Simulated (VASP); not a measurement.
# Cl (Fd-3m) in VASP: single point with r2SCAN

Aim: the single point of Cl with r2SCAN.

Program: VASP 6.6.1. These are calculated values, not measurements. Logs are shortened: lines on timing, memory, paths and dates and some standing lists are left out, and cuts for length are marked.

**1. The cell of the first run**

The structure is cubic, space group Fd-3m (No. 227). The conventional cell has a = 6.410 Å, b = 6.410 Å, c = 6.410 Å, α = 90.00°, β = 90.00°, γ = 90.00°. Within 3.7 Å of Cl (site symmetry -43m) lie 4 Cl at 2.78 Å.

**2. Single point, r2SCAN**

The input, POSCAR:

```
Cl
1.0
    0.0000000000      3.2049717870      3.2049717870
    3.2049717870      0.0000000000      3.2049717870
    3.2049717870      3.2049717870      0.0000000000
Cl
2
Direct
    0.5000000000      0.5000000000      0.5000000000
    0.7500000000      0.7500000000      0.7500000000
```

The input, INCAR.step1:

```
SYSTEM = Cl
PREC = Accurate
ENCUT = 520
ISMEAR = 0
SIGMA = 0.1
LREAL = .False.
LASPH = .True.
NELM = 60
NBANDS = 14
GGA = PE
ALGO = Normal
EDIFF = 1E-4
LWAVE = .True.
LCHARG = .False.
```

The input, INCAR.step2:

```
SYSTEM = Cl
PREC = Accurate
ENCUT = 520
EDIFF = 1E-6
ISMEAR = 0
SIGMA = 0.1
LREAL = .False.
LASPH = .True.
NELM = 60
ALGO = Normal
ISIF = 2
LWAVE = .False.
LCHARG = .False.
METAGGA = R2SCAN
LMIXTAU = .True.
NBANDS = 14
ISTART = 1
```

The input, KPOINTS:

```
Automatic mesh
0
Gamma
  16 16 16
  0 0 0
```

Potentials or basis: VASP PAW PBE potentials, release 64 (Cl).

Started as:

```sh
> cat potpaw_PBE.64/Cl/POTCAR > POTCAR
> cp INCAR.step1 INCAR
> mpirun -np 1 vasp_std > vasp.out
> cp INCAR.step2 INCAR
> mpirun -np 1 vasp_std > vasp.out
```

OUTCAR:

```text
SYSTEM = Cl
   PREC = Accurate
   ENCUT = 520
   EDIFF = 1E-6
   ISMEAR = 0
   LREAL = .False.
   LASPH = .True.
   NELM = 60
   ISIF = 2
   METAGGA = R2SCAN
   ISTART = 1

 ion  position               nearest neighbor table
   1  0.500  0.500  0.500-
   2  0.750  0.750  0.750-

  LATTYP: Found a face centered cubic cell.
 ALAT       =     6.4099435740

  Lattice vectors:

 A1 = (   0.0000000000,   3.2049717870,   3.2049717870)
 A2 = (   3.2049717870,   0.0000000000,   3.2049717870)
 A3 = (   3.2049717870,   3.2049717870,   0.0000000000)

Analysis of symmetry for initial positions (statically):
=====================================================================
 Subroutine PRICEL returns:
 Original cell was already a primitive cell.

 Routine SETGRP: Setting up the symmetry group for a
 face centered cubic supercell.

 Subroutine GETGRP returns: Found 48 space group operations
 (whereof 24 operations were pure point group operations)
 out of a pool of 48 trial point group operations.

The static configuration has the point symmetry T_d .
 The point group associated with its full space group is O_h .

Analysis of symmetry for dynamics (positions and initial velocities):
=====================================================================
 Subroutine PRICEL returns:
 Original cell was already a primitive cell.

 Routine SETGRP: Setting up the symmetry group for a
 face centered cubic supercell.

 Subroutine GETGRP returns: Found 48 space group operations
 (whereof 24 operations were pure point group operations)
 out of a pool of 48 trial point group operations.

The dynamic configuration has the point symmetry T_d .
 The point group associated with its full space group is O_h .

 Subroutine INISYM returns: Found 48 space group operations
 (whereof 24 operations are pure point group operations),
 and found     1 'primitive' translations

----------------------------------------------------------------------------------------

                                     Primitive cell

  volume of cell :      65.8419

  direct lattice vectors                    reciprocal lattice vectors
     0.000000000  3.204971787  3.204971787    -0.156007614  0.156007614  0.156007614
     3.204971787  0.000000000  3.204971787     0.156007614 -0.156007614  0.156007614
     3.204971787  3.204971787  0.000000000     0.156007614  0.156007614 -0.156007614

  length of vectors
     4.532514568  4.532514568  4.532514568     0.270213113  0.270213113  0.270213113

  position of ions in fractional coordinates (direct lattice)
     0.500000000  0.500000000  0.500000000
     0.750000000  0.750000000  0.750000000

  ion indices of the primitive-cell ions
   primitive index   ion index
                 1           1
                 2           2

----------------------------------------------------------------------------------------

 KPOINTS: Automatic mesh

Automatic generation of k-mesh.
 Grid dimensions read from file:
 generate k-points for:   16   16   16

 Generating k-lattice:

  Cartesian coordinates                     Fractional coordinates (reciprocal lattice)
    -0.009750476  0.009750476  0.009750476     0.062500000  0.000000000  0.000000000
     0.009750476 -0.009750476  0.009750476     0.000000000  0.062500000  0.000000000
     0.009750476  0.009750476 -0.009750476     0.000000000  0.000000000  0.062500000

  Length of vectors
     0.016888320  0.016888320  0.016888320

  Shift w.r.t. Gamma in fractional coordinates (k-lattice)
     0.000000000  0.000000000  0.000000000

 Subroutine IBZKPT returns following result:
 ===========================================

 Found    145 irreducible k-points:

 Following reciprocal coordinates:
            Coordinates               Weight
  0.000000  0.000000  0.000000      1.000000
  0.062500  0.000000  0.000000      8.000000
  0.125000  0.000000  0.000000      8.000000
  0.187500  0.000000  0.000000      8.000000
  0.250000  0.000000  0.000000      8.000000
  0.312500  0.000000  0.000000      8.000000
[... 16 lines left out ...]
 -0.125000  0.062500  0.000000     24.000000
 -0.062500  0.062500  0.000000     12.000000
 [... further k-points ...]
   k-points           NKPTS =    145   k-points in BZ     NKDIM =    145   number of bands    NBANDS=     14
   number of dos      NEDOS =    301   number of ions     NIONS =      2
   total plane-waves  NPLWV =  46656
   dimension x,y,z NGX =    36 NGY =   36 NGZ =   36
   dimension x,y,z NGXF=    72 NGYF=   72 NGZF=   72
   ions per type =               2
   NGX,Y,Z   is equivalent  to a cutoff of  13.20, 13.20, 13.20 a.u.
   NGXF,Y,Z  is equivalent  to a cutoff of  26.41, 26.41, 26.41 a.u.
 SYSTEM =  Cl
   PREC   = accura    normal or accurate (medium, high low for compatibility)
   ISTART =      1    job   : 0-new  1-cont  2-samecut
   ICHARG =      0    charge: 1-file 2-atom 10-const
   ISPIN  =      1    spin polarized calculation?
   LNONCOLLINEAR =      F non collinear calculations
   LSORBIT =      F    spin-orbit coupling
   LASPH  =      T    aspherical Exc in radial PAW
   ENCUT  =  520.0 eV  38.22 Ry    6.18 a.u.   8.43  8.43  8.43*2*pi/ulx,y,z
   NELM   =     60;   NELMIN=  2; NELMDL=  0     # of ELM steps
   EDIFF  = 0.1E-05   stopping-criterion for ELM
   LREAL  =      F    real-space projection
   EDIFFG = 0.1E-04   stopping-criterion for IOM
   NSW    =      0    number of steps for IOM
   IBRION =     -1    ionic relax: 0-MD 1-quasi-New 2-CG
   NFREE  =      0    steps in history (QN), initial steepest desc. (CG)
   ISIF   =      2    stress and relaxation
   ISYM   =      2    0-nonsym 1-usesym 2-fastsym
   POTIM  = 0.5000    time-step for ionic-motion
   TEBEG  =    0.0;   TEEND  =   0.0 temperature during run
   PSTRESS=    0.0 pullay stress
   NELECT =      14.0000    total number of electrons
   NUPDOWN=      -1.0000    fix difference up-down
   EMIN   =  10.00;   EMAX   =-10.00  energy-range for DOS
   EFERMI =   0.00;   METHOD = LEGACY
   ISMEAR =     0;   SIGMA  =   0.10  broadening in eV -4-tet -1-fermi 0-gaus
   EFERMI_NEDOS =   21; number of points for ismear=-14 and -15
   IALGO  =     38    algorithm
   IMIX   =      4    mixing-type and parameters
     AMIX     =   0.40;   BMIX     =  1.00
     AMIX_MAG =   1.60;   BMIX_MAG =  1.00
  volume/ion in A,a.u.               =      32.92       222.16
  Fermi-wavevector in a.u.,A,eV,Ry     =   0.977125  1.846498 12.990469  0.954773
  Thomas-Fermi vector in A             =   2.107797
   LORBIT       =      0    0 simple, 1 ext, 2 COOP (PROOUT), +10 PAW based schemes
   METAGGA = R2SCAN    functional components
   LHFCALC =     F    Hartree Fock is set to
   AEXX    =    0.0000 exact exchange contribution
   IVDW    =     0    specifies the selected vdW correction
   LEPSILON=     F    determine dielectric tensor
   LRPA    =     F    only Hartree local field effects (RPA)
 non-spin polarized calculation
 Gauss-broadening in eV      SIGMA  =   0.10
  energy-cutoff  :      520.00
  volume of cell :       65.84
 maximum number of plane-waves:      1808
 NGX is ok and might be reduce to    36
   NGX = 17   NGY = 17   NGZ = 17

 number of electron      13.9999996 magnetization

 Free energy of the ion-electron system (eV)
  ---------------------------------------------------
  ext. energy  EPLUGINS =         0.00000000
  ---------------------------------------------------
  free energy    TOTEN  =       -10.25655984 eV

  energy without entropy =      -10.23210906  energy(sigma->0) =      -10.24433445

 E-fermi :  -1.4348     XC(G=0):  -7.6007

 val. band max:       -1.4369983541   @ k =  -0.3125   0.3125   0.1250
 cond. band min:      -1.4279339783   @ k =   0.4375   0.2500   0.1250
 fundamental gap:      0.0090643758
 Fermi energy:        -1.4348036367

 k-point     1 :       0.0000    0.0000    0.0000
  band No.  band energies     occupation
      1     -17.3453      2.00000
      2     -14.7072      2.00000
      3      -4.3155      2.00000
      4      -4.3155      2.00000
      5      -4.3155      2.00000
      6      -2.3555      2.00000
      7      -2.3555      2.00000
      8      -2.3555      2.00000
      9       5.3683      0.00000
     10       9.7861      0.00000
     11       9.7861      0.00000
     12      11.3000      0.00000
     13      11.3000      0.00000
     14      11.3000      0.00000

 k-point     2 :       0.0625    0.0000    0.0000
  band No.  band energies     occupation
      1     -17.3293      2.00000
      2     -14.7311      2.00000
      3      -4.3365      2.00000
      4      -4.3365      2.00000
      5      -4.3317      2.00000
      6      -2.3361      2.00000
      7      -2.3283      2.00000
      8      -2.3283      2.00000
      9       5.4495      0.00000
     10       9.6772      0.00000
     11       9.6772      0.00000
     12      11.2088      0.00000
     13      11.5024      0.00000
     14      11.5024      0.00000

 k-point     3 :       0.1250    0.0000    0.0000
  band No.  band energies     occupation
      1     -17.2822      2.00000
      2     -14.8006      2.00000
      3      -4.3933      2.00000
      4      -4.3933      2.00000
      5      -4.3803      2.00000
      6      -2.2752      2.00000
      7      -2.2539      2.00000
      8      -2.2539      2.00000
      9       5.6787      0.00000
     10       9.4706      0.00000
     11       9.4706      0.00000
     12      10.9931      0.00000
     13      11.9761      0.00000
     14      11.9762      0.00000
[... 324 lines left out ...]
 k-point    23 :      -0.1250    0.0625    0.0000
  band No.  band energies     occupation
      1     -17.2462      2.00000
      2     -14.8529      2.00000
      3      -4.5290      2.00000
      4      -4.3968      2.00000
      5      -4.3483      2.00000
      6      -2.2940      2.00000
      7      -2.2452      2.00000
      8      -2.0997      2.00000
      9       5.8455      0.00000
     10       9.1698      0.00000
     11       9.5082      0.00000
     12      11.1371      0.00000
     13      11.8829      0.00000
     14      12.4630      0.00000

 k-point    24 :      -0.0625    0.0625    0.0000
  band No.  band energies     occupation
      1     -17.3029      2.00000
      2     -14.7703      2.00000
      3      -4.4190      2.00000
      4      -4.3475      2.00000
      5      -4.3283      2.00000
      6      -2.3353      2.00000
      7      -2.3116      2.00000
      8      -2.2295      2.00000
      9       5.5801      0.00000
     10       9.4092      0.00000
     11       9.6684      0.00000
     12      11.2917      0.00000
     13      11.4585      0.00000
     14      11.9169      0.00000

 [... further k-points ...]

------------------------ aborting loop because EDIFF is reached ----------------------------------------

  FORCE on cell =-STRESS in cart. coord.  units (eV):
  Direction    XX          YY          ZZ          XY          YZ          ZX
  --------------------------------------------------------------------------------------
  -------------------------------------------------------------------------------------
  Total       -0.0410397     -0.0410397     -0.0410397      0.0000000      0.0000000      0.0000000
  in kB       -0.9986485     -0.9986485     -0.9986485      0.0000000      0.0000000      0.0000000
  external PRESSURE =      -0.9986485 kB  Pullay stress =       0.0000000 kB

 VOLUME and BASIS-vectors are now :
 -----------------------------------------------------------------------------
  energy-cutoff  :      520.00
  volume of cell :       65.84
      direct lattice vectors                 reciprocal lattice vectors
     0.000000000  3.204971787  3.204971787    -0.156007614  0.156007614  0.156007614
     3.204971787  0.000000000  3.204971787     0.156007614 -0.156007614  0.156007614
     3.204971787  3.204971787  0.000000000     0.156007614  0.156007614 -0.156007614

 POSITION                                       TOTAL-FORCE (eV/Angst)
 -----------------------------------------------------------------------------------
      3.20497      3.20497      3.20497         0.000000     -0.000000      0.000000
      4.80746      4.80746      4.80746        -0.000000      0.000000     -0.000000
 -----------------------------------------------------------------------------------
    total drift:                                0.000000      0.000000      0.000000

  FREE ENERGIE OF THE ION-ELECTRON SYSTEM (eV)
  ---------------------------------------------------
  free  energy   TOTEN  =       -10.2565598396 eV

  energy  without entropy=      -10.2321090592  energy(sigma->0) =      -10.24433445
```

Wall time 2.7 min (1 thread of Intel Xeon 6975P-C (Granite Rapids), shared host); peak memory 0.26 GiB.

Results:

* Free energy: -10.2566 eV
* Pressure: -0.1 GPa
* Band gap on the k mesh: zero (bands 7 and 8 overlap by 1.27 eV)

Caveat: the PAW data sets were made with another functional, which shifts forces and pressure a little.
